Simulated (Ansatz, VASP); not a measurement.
**SnO2 in VASP and in Ansatz**

```
CELL_PARAMETERS angstrom
0.00000 4.82719 -3.23815
0.00000 -4.82719 -3.23815
-4.82719 0.00000 3.23815
ATOMIC_POSITIONS crystal
Sn 0.25000 0.75000 0.50000
Sn 0.75000 0.25000 0.50000
Sn 0.00000 0.00000 0.00000
Sn 0.50000 0.50000 0.00000
O 0.55658 0.75000 0.80658
O 0.05658 0.25000 0.80658
O 0.94342 0.75000 0.19342
O 0.44342 0.25000 0.19342
O 0.50000 0.19342 0.69342
O 0.00000 0.69342 0.69342
O 0.50000 0.80658 0.30658
O 0.00000 0.30658 0.30658
```

Alike in both runs: functional PBE; k mesh 8 × 8 × 8; occupations gaussian, width 0.1 eV; no spin polarisation.

Ansatz relaxed the structure, and its values are those at the end. VASP's run is a single point on that final structure, the one shown.

|  | VASP | Ansatz |
| --- | --- | --- |
| version | VASP 6.6.1 | Ansatz 0.2.0 |
| potentials or method | VASP PAW PBE potentials, release 64 (Sn_d, O), cutoff 520 eV | scalar-relativistic, plane waves, PAW |
| valence electrons in the cell | 104 | 104 |

|  | VASP | Ansatz | Ansatz less VASP |
| --- | --- | --- | --- |
| gap on the k mesh at the Fermi level (eV) | 0.67 | 0.68 | +0.012 |
| least direct gap on the mesh (eV) | 0.67 | 0.68 | +0.012 |
| pressure (GPa) | 0.6 | 0.0 | -0.60 |
| rms of the force components (eV/Å) | 0.008 | 0.000 | -0.0078 |
